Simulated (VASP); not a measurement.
# Br (P6_3/mmc) in VASP: a series of runs

Br is run at these levels: PBE; tasks: relaxation of cell and atoms.

Program: VASP 6.6.1. These are calculated values, not measurements. Logs are shortened: lines on timing, memory, paths and dates and some standing lists are left out, and cuts for length are marked.

## 1. The cell of the first run

Symmetry: P6_3/mmc, No. 194, hexagonal system. The conventional cell has a = 3.330 Å, b = 3.330 Å, c = 5.438 Å, α = 90.00°, β = 90.00°, γ = 120.00°. Br (site symmetry -6m2) has 12 Br at 3.33 Å within 4.4 Å.

## 2. Relaxation of cell and atoms, PBE

INCAR

```
PREC = Accurate ; ENCUT = 600
EDIFF = 1E-7 ; ISMEAR = -1
SIGMA = 0.02 ; LREAL = False
LASPH = True ; NELM = 60
ALGO = Normal ; ISIF = 3
LWAVE = False ; LCHARG = False
GGA = PE ; IBRION = 2
NSW = 80 ; EDIFFG = -0.01
```

KPOINTS

```
regular mesh
0
Gamma
  16 16 9
```

POSCAR

```
Br
1.0
    3.3300000000      0.0000000000      0.0000000000
   -1.6650000000      2.8838645946      0.0000000000
    0.0000000000      0.0000000000      5.4378900000
Br
2
Direct
    0.3333333333      0.6666666667      0.2500000000
    0.6666666667      0.3333333333      0.7500000000
```

Potentials or basis: VASP PAW PBE potentials, release 64 (Br).

Command:

```bash
cat potpaw_PBE.64/Br/POTCAR > POTCAR
mpirun -np 1 vasp_std > vasp.out
```

OUTCAR:

```text
PREC = Accurate
   ENCUT = 600
   EDIFF = 1E-7
   ISMEAR = -1
   LREAL = False
   LASPH = True
   NELM = 60
   ISIF = 3
   GGA = PE
   IBRION = 2
   NSW = 80
   EDIFFG = -0.01

 ion  position               nearest neighbor table
   1  0.333  0.667  0.250-
   2  0.667  0.333  0.750-

  LATTYP: Found a hexagonal cell.
 ALAT       =     3.3300000000
 C/A-ratio  =     1.6330000000

  Lattice vectors:

 A1 = (   3.3300000000,   0.0000000000,   0.0000000000)
 A2 = (  -1.6650000000,   2.8838645946,   0.0000000000)
 A3 = (   0.0000000000,   0.0000000000,   5.4378900000)

Analysis of symmetry for initial positions (statically):
=====================================================================
 Subroutine PRICEL returns:
 Original cell was already a primitive cell.

 Routine SETGRP: Setting up the symmetry group for a
 hexagonal supercell.

 Subroutine GETGRP returns: Found 24 space group operations
 (whereof 12 operations were pure point group operations)
 out of a pool of 24 trial point group operations.

The static configuration has the point symmetry D_3d.
 The point group associated with its full space group is D_6h.

Analysis of symmetry for dynamics (positions and initial velocities):
=====================================================================
 Subroutine PRICEL returns:
 Original cell was already a primitive cell.

 Routine SETGRP: Setting up the symmetry group for a
 hexagonal supercell.

 Subroutine GETGRP returns: Found 24 space group operations
 (whereof 12 operations were pure point group operations)
 out of a pool of 24 trial point group operations.

The dynamic configuration has the point symmetry D_3d.
 The point group associated with its full space group is D_6h.

 Subroutine INISYM returns: Found 24 space group operations
 (whereof 12 operations are pure point group operations),
 and found     1 'primitive' translations

----------------------------------------------------------------------------------------

                                     Primitive cell

  volume of cell :      52.2215

  direct lattice vectors                    reciprocal lattice vectors
     3.330000000  0.000000000  0.000000000     0.300300300  0.173378459  0.000000000
    -1.665000000  2.883864595  0.000000000     0.000000000  0.346756918  0.000000000
     0.000000000  0.000000000  5.437890000     0.000000000  0.000000000  0.183894856

  length of vectors
     3.330000000  3.330000000  5.437890000     0.346756918  0.346756918  0.183894856

  position of ions in fractional coordinates (direct lattice)
     0.333333333  0.666666667  0.250000000
     0.666666667  0.333333333  0.750000000

  ion indices of the primitive-cell ions
   primitive index   ion index
                 1           1
                 2           2

----------------------------------------------------------------------------------------

 KPOINTS: regular mesh

Automatic generation of k-mesh.
 Grid dimensions read from file:
 generate k-points for:   16   16    9

 Generating k-lattice:

  Cartesian coordinates                     Fractional coordinates (reciprocal lattice)
     0.018768769  0.010836154  0.000000000     0.062500000 -0.000000000  0.000000000
     0.000000000  0.021672307  0.000000000     0.000000000  0.062500000  0.000000000
     0.000000000  0.000000000  0.020432762     0.000000000  0.000000000  0.111111111

  Length of vectors
     0.021672307  0.021672307  0.020432762

  Shift w.r.t. Gamma in fractional coordinates (k-lattice)
     0.000000000  0.000000000  0.000000000

 Subroutine IBZKPT returns following result:
 ===========================================

 Found    150 irreducible k-points:

 Following reciprocal coordinates:
            Coordinates               Weight
  0.000000  0.000000  0.000000      1.000000
  0.062500  0.000000  0.000000      6.000000
  0.125000  0.000000  0.000000      6.000000
  0.187500  0.000000  0.000000      6.000000
  0.250000  0.000000  0.000000      6.000000
  0.312500  0.000000  0.000000      6.000000
[... 16 lines left out ...]
  0.187500  0.187500  0.000000      6.000000
  0.250000  0.187500  0.000000     12.000000
 [... further k-points ...]
   k-points           NKPTS =    150   k-points in BZ     NKDIM =    150   number of bands    NBANDS=     11
   number of dos      NEDOS =    301   number of ions     NIONS =      2
   total plane-waves  NPLWV =  37632
   dimension x,y,z NGX =    28 NGY =   28 NGZ =   48
   dimension x,y,z NGXF=    56 NGYF=   56 NGZF=   96
   ions per type =               2
   NGX,Y,Z   is equivalent  to a cutoff of  13.98, 13.98, 14.67 a.u.
   NGXF,Y,Z  is equivalent  to a cutoff of  27.96, 27.96, 29.35 a.u.
 SYSTEM =  unknown system
   PREC   = accura    normal or accurate (medium, high low for compatibility)
   ISTART =      0    job   : 0-new  1-cont  2-samecut
   ICHARG =      2    charge: 1-file 2-atom 10-const
   ISPIN  =      1    spin polarized calculation?
   LNONCOLLINEAR =      F non collinear calculations
   LSORBIT =      F    spin-orbit coupling
   LASPH  =      T    aspherical Exc in radial PAW
   ENCUT  =  600.0 eV  44.10 Ry    6.64 a.u.   6.65  6.65 10.86*2*pi/ulx,y,z
   NELM   =     60;   NELMIN=  2; NELMDL= -5     # of ELM steps
   EDIFF  = 0.1E-06   stopping-criterion for ELM
   LREAL  =      F    real-space projection
   EDIFFG = -.1E-01   stopping-criterion for IOM
   NSW    =     80    number of steps for IOM
   IBRION =      2    ionic relax: 0-MD 1-quasi-New 2-CG
   NFREE  =      1    steps in history (QN), initial steepest desc. (CG)
   ISIF   =      3    stress and relaxation
   ISYM   =      2    0-nonsym 1-usesym 2-fastsym
   POTIM  = 0.5000    time-step for ionic-motion
   TEBEG  =    0.0;   TEEND  =   0.0 temperature during run
   PSTRESS=    0.0 pullay stress
   NELECT =      14.0000    total number of electrons
   NUPDOWN=      -1.0000    fix difference up-down
   EMIN   =  10.00;   EMAX   =-10.00  energy-range for DOS
   EFERMI =   0.00;   METHOD = LEGACY
   ISMEAR =    -1;   SIGMA  =   0.02  broadening in eV -4-tet -1-fermi 0-gaus
   EFERMI_NEDOS =   21; number of points for ismear=-14 and -15
   IALGO  =     38    algorithm
   IMIX   =      4    mixing-type and parameters
     AMIX     =   0.40;   BMIX     =  1.00
     AMIX_MAG =   1.60;   BMIX_MAG =  1.00
  volume/ion in A,a.u.               =      26.11       176.20
  Fermi-wavevector in a.u.,A,eV,Ry     =   1.055604  1.994802 15.160968  1.114300
  Thomas-Fermi vector in A             =   2.190808
   LORBIT       =      0    0 simple, 1 ext, 2 COOP (PROOUT), +10 PAW based schemes
   GGA     = PE    functional components
   LHFCALC =     F    Hartree Fock is set to
   AEXX    =    0.0000 exact exchange contribution
   IVDW    =     0    specifies the selected vdW correction
   LEPSILON=     F    determine dielectric tensor
   LRPA    =     F    only Hartree local field effects (RPA)
 conjugate gradient relaxation of ions
 non-spin polarized calculation
  energy-cutoff  :      600.00
  volume of cell :       52.22
 maximum number of plane-waves:      1774
 NGX is ok and might be reduce to    28
   NGX = 13   NGY = 13   NGZ = 21

--------------------------------------- Ionic step        1  -------------------------------------------

 number of electron      13.9999999 magnetization

 Free energy of the ion-electron system (eV)
  ---------------------------------------------------
  ext. energy  EPLUGINS =         0.00000000
  ---------------------------------------------------
  free energy    TOTEN  =        -1.89407756 eV

  energy without entropy =       -1.88765451  energy(sigma->0) =       -1.89086604

------------------------ aborting loop because EDIFF is reached ----------------------------------------

  FORCE on cell =-STRESS in cart. coord.  units (eV):
  Direction    XX          YY          ZZ          XY          YZ          ZX
  --------------------------------------------------------------------------------------
  -------------------------------------------------------------------------------------
  Total        0.1754539      0.1754539      0.2623366      0.0000000     -0.0000000      0.0000000
  in kB        5.3829957      5.3829957      8.0485920      0.0000000     -0.0000000      0.0000000
  external PRESSURE =       6.2715278 kB  Pullay stress =       0.0000000 kB
[... 89 lines left out ...]
  FREE ENERGIE OF THE ION-ELECTRON SYSTEM (eV)
  ---------------------------------------------------
  free  energy   TOTEN  =        -1.8965852527 eV

  energy  without entropy=       -1.8899197853  energy(sigma->0) =       -1.89325252

 E-fermi :   0.2722     XC(G=0):  -7.9894

 val. band max:        0.2689912752   @ k =   0.4375   0.0000   0.1111
 cond. band min:       0.2725362387   @ k =   0.3125   0.0625   0.2222
 fundamental gap:      0.0035449636
 Fermi energy:         0.2722258644

 k-point     1 :       0.0000    0.0000    0.0000
  band No.  band energies     occupation
      1     -15.6264      2.00000
      2     -15.5602      2.00000
      3      -3.4416      2.00000
      4      -2.4285      2.00000
      5       2.0000      0.00000
      6       2.0000      0.00000
      7       2.0158      0.00000
      8       2.0158      0.00000
      9       5.3861      0.00000
     10      11.1574      0.00000
     11      11.3154      0.00000
[... 309 lines left out ...]
 k-point    24 :       0.2500    0.1875    0.0000
  band No.  band energies     occupation
      1     -13.8845      2.00000
      2     -13.8446      2.00000
      3      -3.6700      2.00000
      4      -3.6432      2.00000
      5      -1.5104      2.00000
      6      -1.0901      2.00000
      7      -1.0495      2.00000
      8      -0.9335      2.00000
      9       8.5539      0.00000
     10       8.5697      0.00000
     11       9.8997      0.00000

 [... further k-points ...]

[... ionic steps 4 to 19 ...]

--------------------------------------- Ionic step       20  -------------------------------------------

 number of electron      13.9999986 magnetization

------------------------ aborting loop because EDIFF is reached ----------------------------------------

  FORCE on cell =-STRESS in cart. coord.  units (eV):
  Direction    XX          YY          ZZ          XY          YZ          ZX
  --------------------------------------------------------------------------------------
  -------------------------------------------------------------------------------------
  Total        0.0271487      0.0271487     -0.0163950     -0.0000000      0.0000000      0.0000000
  in kB        0.6286712      0.6286712     -0.3796527     -0.0000000      0.0000000      0.0000000
  external PRESSURE =       0.2925632 kB  Pullay stress =       0.0000000 kB
[... 57 lines left out ...]
  energy  without entropy=       -2.4540729687  energy(sigma->0) =       -2.45624109

--------------------------------------- Ionic step       22  -------------------------------------------

 number of electron      13.9999985 magnetization

 Free energy of the ion-electron system (eV)
  ---------------------------------------------------
  ext. energy  EPLUGINS =         0.00000000
  ---------------------------------------------------
  free energy    TOTEN  =        -2.45880759 eV

  energy without entropy =       -2.45439831  energy(sigma->0) =       -2.45660295

 E-fermi :  -0.2038     XC(G=0):  -7.7207

 val. band max:       -0.2040750401   @ k =   0.4375   0.0000   0.2222
 cond. band min:      -0.2025456683   @ k =   0.3125   0.0625   0.0000
 fundamental gap:      0.0015293718
 Fermi energy:        -0.2038167799

 k-point     1 :       0.0000    0.0000    0.0000
  band No.  band energies     occupation
      1     -15.8645      2.00000
      2     -15.8171      2.00000
      3      -3.6333      2.00000
      4      -2.8067      2.00000
      5       1.4196      0.00000
      6       1.4196      0.00000
      7       1.4309      0.00000
      8       1.4309      0.00000
      9       4.9678      0.00000
     10       9.1009      0.00000
     11      10.4666      0.00000
[... 309 lines left out ...]
 k-point    24 :       0.2500    0.1875    0.0000
  band No.  band energies     occupation
      1     -14.2441      2.00000
      2     -14.2163      2.00000
      3      -3.9697      2.00000
      4      -3.9471      2.00000
      5      -1.8226      2.00000
      6      -1.4747      2.00000
      7      -1.4447      2.00000
      8      -1.3634      2.00000
      9       8.0893      0.00000
     10       8.0953      0.00000
     11       9.4538      0.00000

 [... further k-points ...]

------------------------ aborting loop because EDIFF is reached ----------------------------------------

  FORCE on cell =-STRESS in cart. coord.  units (eV):
  Direction    XX          YY          ZZ          XY          YZ          ZX
  --------------------------------------------------------------------------------------
  -------------------------------------------------------------------------------------
  Total       -0.0128576     -0.0128576     -0.0031074      0.0000000     -0.0000000      0.0000000
  in kB       -0.2988121     -0.2988121     -0.0722167      0.0000000     -0.0000000      0.0000000
  external PRESSURE =      -0.2232803 kB  Pullay stress =       0.0000000 kB
[... 17 lines left out ...]
  FREE ENERGIE OF THE ION-ELECTRON SYSTEM (eV)
  ---------------------------------------------------
  free  energy   TOTEN  =        -2.4588075914 eV

  energy  without entropy=       -2.4543983106  energy(sigma->0) =       -2.45660295

 reached required accuracy - stopping structural energy minimisation
```

Wall time 18 min (1 thread of AMD EPYC 7R13 (Zen 3), shared host); peak memory 0.23 GiB.

What came out:

```
Free energy                           : -2.4588 eV
Relaxed volume                        : 34.47 Å³/atom
Relaxed cell                          : a = 3.025 Å, b = 3.025 Å, c = 8.700 Å, α = 90.00°, β = 90.00°, γ = 120.00°
Space group after relaxing (to 0.1 Å) : P6_3/mmc (No. 194)
Energy gained by relaxing             : 282.4 meV/atom
Ionic steps                           : 22
Pressure after relaxing               : 0.0 GPa
Band gap on the k mesh                : zero (bands 7 and 8 overlap by 2.88 eV)
```

The path:
| step | energy change (eV) | largest force (eV/Å) | pressure (GPa) | volume (Å³) |
| --- | --- | --- | --- | --- |
| 1 | 0.0000 | 0.0000 | 0.63 | 52.22 |
| 2 | -0.0021 | 0.0000 | 0.19 | 53.00 |
| 3 | -0.0025 | 0.0000 | -0.07 | 53.50 |
| 4 | -0.0039 | 0.0000 | -0.15 | 53.64 |
| 5 | -0.0125 | 0.0000 | -0.37 | 54.05 |
| 6 | -0.0400 | 0.0000 | -0.75 | 54.84 |
| 7 | -0.1238 | 0.0000 | -1.25 | 56.27 |
| 8 | -0.3939 | 0.0000 | -1.57 | 58.60 |
| 9 | -0.5124 | 0.0000 | 3.04 | 61.26 |
| 10 | -0.5461 | 0.0000 | 1.22 | 60.79 |
| 11 | -0.5466 | 0.0000 | 1.24 | 60.98 |
| 12 | -0.5476 | 0.0000 | 1.34 | 61.54 |
| 13 | -0.5475 | 0.0000 | 1.53 | 62.65 |
| 14 | -0.5504 | 0.0000 | 1.39 | 63.25 |
| 15 | -0.5572 | 0.0000 | 1.00 | 65.06 |
| 16 | -0.5637 | 0.0000 | 0.32 | 68.75 |
| 17 | -0.5640 | 0.0000 | 0.18 | 69.61 |
| 18 | -0.5640 | 0.0000 | 0.15 | 69.75 |
| 19 | -0.5643 | 0.0000 | 0.12 | 69.61 |
| 20 | -0.5647 | 0.0000 | 0.03 | 69.19 |
| 21 | -0.5643 | 0.0000 | -0.15 | 68.33 |
| 22 | -0.5647 | 0.0000 | -0.02 | 68.94 |

Final structure:
```yaml
crystal:
  lattice:
    - [3.02489, 0.00000, 0.00000]
    - [-1.51244, 2.61963, 0.00000]
    - [0.00000, 0.00000, 8.70009]
  atoms:
    - { symbol: Br, position: [0.33333, 0.66667, 0.25000] }
    - { symbol: Br, position: [0.66667, 0.33333, 0.75000] }
```

Levels at points of the mesh, in eV from the Fermi level:
```tsv
k point	band 4	band 5	band 6	band 7	band 8	band 9	band 10	band 11
(0.00, 0.00, 0.00)	-2.60	1.62	1.62	1.63	1.63	5.17	9.30	10.67
(0.50, 0.00, 0.00)	-5.10	-1.18	-0.96	-0.06	-0.02	7.18	8.50	8.51
```

Caveat: the volume moved by over 15 % at a fixed basis, so the end points are rough; this functional lacks dispersion, which binds layers or chains, so the pressure and a relaxed spacing across them are unreliable.

## 3. Relaxation of cell and atoms, PBE, target pressure 20 GPa, at which the enthalpy is minimised

INCAR

```
SYSTEM = Br
PREC = Accurate ; ENCUT = 600
EDIFF = 1E-6 ; ISMEAR = -1
SIGMA = 0.02 ; LREAL = .FALSE.
LASPH = .TRUE. ; NELM = 80
ALGO = Normal ; ISIF = 3
LWAVE = .FALSE. ; LCHARG = .FALSE.
GGA = PE ; IBRION = 2
NSW = 80 ; EDIFFG = -0.01
PSTRESS = 200.0
```

KPOINTS

```
Automatic mesh
0
G
  16 16 9
  0 0 0
```

POSCAR is that of step 2.

Potentials or basis: VASP PAW PBE potentials, release 64 (Br).

Command:

```bash
cat potpaw_PBE.64/Br/POTCAR > POTCAR
mpirun -np 1 vasp_std > vasp.out
```

Run time: 17 min. Hardware: 1 thread of AMD EPYC 7R13 (Zen 3), shared host; peak memory 0.24 GiB.

The run converged. Its results:

```yaml
Free_energy: -1.5876 eV
Relaxed_volume: 20.08 Å³/atom
Relaxed_cell: a = 2.810 Å, b = 2.810 Å, c = 5.874 Å, α = 90.00°, β = 90.00°, γ = 120.00°
Space_group_after_relaxing_to_0.1_Å: P6_3/mmc (No. 194)
Energy_change_on_relaxing_the_run_minimises_the_enthalpy: +153.2 meV/atom
Ionic_steps: 25
Pressure_after_relaxing: 20.0 GPa
Band_gap_on_the_k_mesh: zero (bands 7 and 8 overlap by 3.98 eV)
```

The path:
| step | energy change (eV) | largest force (eV/Å) | pressure (GPa) | volume (Å³) |
| --- | --- | --- | --- | --- |
| 1 | 0.0000 | 0.0000 | 0.63 | 52.22 |
| 2 | 2.1481 | 0.0000 | 53.24 | 31.81 |
| 3 | 0.6176 | 0.0000 | 19.13 | 39.13 |
| 4 | 0.6474 | 0.0000 | 19.83 | 38.88 |
| 5 | 0.6777 | 0.0000 | 20.54 | 38.64 |
| 6 | 0.6347 | 0.0000 | 19.53 | 38.98 |
| 7 | 0.6332 | 0.0000 | 19.51 | 38.99 |
| 8 | 0.6252 | 0.0000 | 19.33 | 39.05 |
| 9 | 0.5999 | 0.0000 | 18.88 | 39.22 |
| 10 | 0.5481 | 0.0000 | 17.99 | 39.56 |
| 11 | 0.4487 | 0.0000 | 16.39 | 40.22 |
| 12 | 0.2705 | 0.0000 | 14.37 | 41.45 |
| 13 | -0.0301 | 0.0000 | 13.50 | 43.52 |
| 14 | 0.2087 | 0.0000 | 13.94 | 41.83 |
| 15 | 0.0512 | 0.0000 | 13.26 | 42.72 |
| 16 | 0.0360 | 0.0000 | 13.26 | 42.83 |
| 17 | 0.0865 | 0.0000 | 14.66 | 42.22 |
| 18 | 0.2370 | 0.0000 | 18.57 | 40.75 |
| 19 | 0.2926 | 0.0000 | 19.93 | 40.28 |
| 20 | 0.2864 | 0.0000 | 19.77 | 40.33 |
| 21 | 0.2890 | 0.0000 | 19.78 | 40.31 |
| 22 | 0.2969 | 0.0000 | 19.84 | 40.25 |
| 23 | 0.3135 | 0.0000 | 19.97 | 40.11 |
| 24 | 0.3027 | 0.0000 | 19.89 | 40.20 |
| 25 | 0.3064 | 0.0000 | 19.98 | 40.17 |

Final structure:
```yaml
crystal:
  lattice:
    - [2.81005, 0.00000, 0.00000]
    - [-1.40502, 2.43357, 0.00000]
    - [0.00000, 0.00000, 5.87404]
  atoms:
    - { symbol: Br, position: [0.33333, 0.66667, 0.25000] }
    - { symbol: Br, position: [0.66667, 0.33333, 0.75000] }
```

Levels at points of the mesh, in eV from the Fermi level:
```tsv
k point	band 5	band 6	band 7	band 8	band 9	band 10
(0.00, 0.00, 0.00)	2.33	2.33	2.67	2.67	7.06	11.35
(0.50, 0.00, 0.00)	-2.72	-1.06	-0.31	0.46	6.78	7.48
```

Caveat: the cell is relaxed towards a set pressure, so the run minimises the enthalpy, not the energy; the volume moved by over 15 % at a fixed basis, so the end points are rough; this functional lacks dispersion, which binds layers or chains, so the pressure and a relaxed spacing across them are unreliable.
